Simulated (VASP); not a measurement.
Wanted: the native input for a VASP 6.6.1 run.

* Task: single point
* Functional: r2SCAN
* Potentials or basis: VASP PAW PBE potentials, release 64 (Ba_sv, S)
* Cutoff: 520 eV
* k mesh: 6 × 6 × 6
* Occupations: gaussian, width 0.01 eV
* Spin: no spin polarisation
* Dipole correction: no
* Further INCAR settings: ALGO = Normal; EDIFF = 1e-06; NBANDS = 15

The system is BaS.

```xyz
2
Lattice="0.1262 3.6456 3.6456 3.6456 0.1262 3.6456 3.6456 3.6456 0.1262" Properties=species:S:1:pos:R:3 pbc="T T T"
Ba    0.0208    0.0208    0.0208
S     1.8336    1.8336    1.8336
```

This cell differs from its parent crystal: strain along [111] +5.4%.

One way to write it, as run:

POSCAR

```
BaS
1.0
    0.1262295688      3.6456413397      3.6456413397
    3.6456413397      0.1262295688      3.6456413397
    3.6456413397      3.6456413397      0.1262295688
Ba S
1 1
Direct
    0.0028000927      0.0028000927      0.0028000927
    0.2471999073      0.2471999073      0.2471999073
```

INCAR.step1

```
SYSTEM = BaS
PREC = Accurate
ENCUT = 520
ISMEAR = 0
SIGMA = 0.01
LREAL = .False.
LASPH = .True.
NELM = 100
NBANDS = 15
GGA = PE
ALGO = Normal
EDIFF = 1E-4
LWAVE = .True.
LCHARG = .False.
```

INCAR.step2

```
SYSTEM = BaS
PREC = Accurate
ENCUT = 520
EDIFF = 1E-6
ISMEAR = 0
SIGMA = 0.01
LREAL = .False.
LASPH = .True.
NELM = 100
ALGO = Normal
ISIF = 2
LWAVE = .False.
LCHARG = .False.
METAGGA = R2SCAN
LMIXTAU = .True.
NBANDS = 15
ISTART = 1
```

KPOINTS

```
Automatic mesh
0
Gamma
  6 6 6
  0 0 0
```

Potentials or basis: VASP PAW PBE potentials, release 64 (Ba_sv, S).

The run is started by

```sh
$ cat potpaw_PBE.64/Ba_sv/POTCAR potpaw_PBE.64/S/POTCAR > POTCAR
$ cp INCAR.step1 INCAR
$ mpirun -np 1 vasp_std > vasp.out
$ cp INCAR.step2 INCAR
$ mpirun -np 1 vasp_std > vasp.out
```

It gave:

```json
{
  "Pressure": "-1.1 GPa",
  "Largest force": "0.011 eV/Å",
  "Band gap on the k mesh": "2.98 eV, indirect (least direct gap 3.53 eV)"
}
```

Caveat: the cell differs from its parent crystal (strain along [111] +5.4%); the PAW data sets were made with another functional, which shifts forces and pressure a little; spin-orbit coupling is left out, which moves the levels of the heavy elements.

Wall time 120 s on 1 thread of Intel(R) Xeon(R) Platinum 8488C (Sapphire Rapids), on a shared host, peak memory 0.28 GiB.
